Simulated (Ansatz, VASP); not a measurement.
## Two plane-wave programs on Au

File INCAR:

```
SYSTEM = Au
  ALGO = Fast
  EDIFF = 1E-6
  ENCUT = 520
  GGA = PS
  ISIF = 2
  ISMEAR = 0
  LASPH = .TRUE.
  LCHARG = .TRUE.
  LELF = .TRUE.
  LREAL = .FALSE.
  LVHAR = .TRUE.
  LWAVE = .FALSE.
  NBANDS = 18
  NELM = 100
  PREC = Accurate
  SIGMA = 0.15
```

File KPOINTS:

```
k-points
0
G
  18 18 10
  0 0 0
```

The input POSCAR:

```
Au
1.0
    2.8564984343      0.0000000000      0.0000000000
   -1.4282492171      2.4738002100      0.0000000000
    0.0000000000      0.0000000000      4.8800000000
Au
2
Direct
    0.3333333333      0.6666666667      0.7500000000
    0.6666666667      0.3333333333      0.2500000000
```

Input for Ansatz:

```yaml
crystal:
  lattice:
    - [2.8564984343, 0.0, 0.0]
    - [-1.4282492171, 2.47380021, 0.0]
    - [0.0, 0.0, 4.88]
  atoms:
    - { symbol: Au, position: [0.3333333333, 0.6666666667, 0.75] }
    - { symbol: Au, position: [0.6666666667, 0.3333333333, 0.25] }
basis:
  ecutwfc: 420
kpoints:
  mp_grid: { grid: [18, 18, 10] }
hamiltonian:
  xc: pbesol
scf:
  occupations: { method: gaussian, width: 0.15 }
output:
  forces: true
  stress: true
  eigenvalues: true
```

Change from the starting cell: strain -0.015 along x and y, +0.000 along z, atoms carried along.

Alike in both runs: task single point; functional PBEsol; k mesh 18 × 18 × 10; occupations gaussian, width 0.15 eV; no spin polarisation.

```csv
,VASP,Ansatz
version,VASP 6.6.1,Ansatz 0.2.0
potentials or method,"VASP PAW PBE potentials, release 64 (Au), cutoff 520 eV","scalar-relativistic, plane waves, PAW"
valence electrons in the cell,22,38
```

Ansatz gave:

- gap on the k mesh at the Fermi level (eV): none
- pressure (GPa): -1.9
- traceless stress, the component that is largest in VASP (GPa): -0.78

What did VASP give for the same quantities?

gap on the k mesh at the Fermi level (eV): none; pressure (GPa): -2.1; traceless stress, the component that is largest in VASP (GPa): -0.80.

VASP's potentials were made for PBE, not for PBEsol. A gap of «none» marks a metal or a gap that the smearing closes. With one functional, cell and mesh, what is left measures potentials, basis and numerics. VASP's potentials hold 22 valence electrons a cell and Ansatz's 38, so a difference there can come from the potentials and not from the codes.

Neither program's run includes spin-orbit coupling.
